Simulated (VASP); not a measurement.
TaPtSe4:

```
Ta Pt Se
1.0
     0.00000    4.04315    4.04315
     4.04315    0.00000    4.04315
     4.04315    4.04315    0.00000
Ta Pt Se
1 1 4
Cartesian
  2.0216 2.0216 2.0216
  0.0000 0.0000 0.0000
  5.0603 3.0260 3.0260
  3.0260 5.0603 3.0260
  3.0260 3.0260 5.0603
  5.0603 5.0603 5.0603
```

```yaml
Program: VASP 6.6.1
Task: relaxation of cell and atoms
Functional: PBE
Potentials_or_basis: VASP PAW PBE potentials, release 64 (Ta_pv, Pt, Se)
Cutoff: 600 eV
k_mesh: 4 × 4 × 4
Occupations: gaussian, width 0.1 eV
Spin: no spin polarisation
```

At the start: pressure -8.7 GPa; volume 22.03 Å³/atom.

**Question.** How do energy, volume and symmetry change on relaxing?

**Answer.** Over 4 steps the energy falls by 81.5 meV/atom and the volume is 19.41 Å³/atom (-11.9 %); space group F-43m (No. 216, to 0.05 Å).

Step by step:
```tsv
step	energy change (eV)	largest force (eV/Å)	pressure (GPa)	volume (Å³)
1	0.0000	0.1999	-8.73	132.19
2	-0.3896	0.1313	5.51	110.53
3	-0.4859	0.1767	0.04	116.46
4	-0.4889	0.0052	0.03	116.47
```

Final structure:
```
Ta Pt Se
1.0
     0.00000    3.87614    3.87614
     3.87614    0.00000    3.87614
     3.87614    3.87614    0.00000
Ta Pt Se
1 1 4
Direct
  0.25000 0.25000 0.25000
  0.00000 0.00000 0.00000
  0.12589 0.62470 0.62470
  0.62470 0.12589 0.62470
  0.62470 0.62470 0.12589
  0.62470 0.62470 0.62470
```
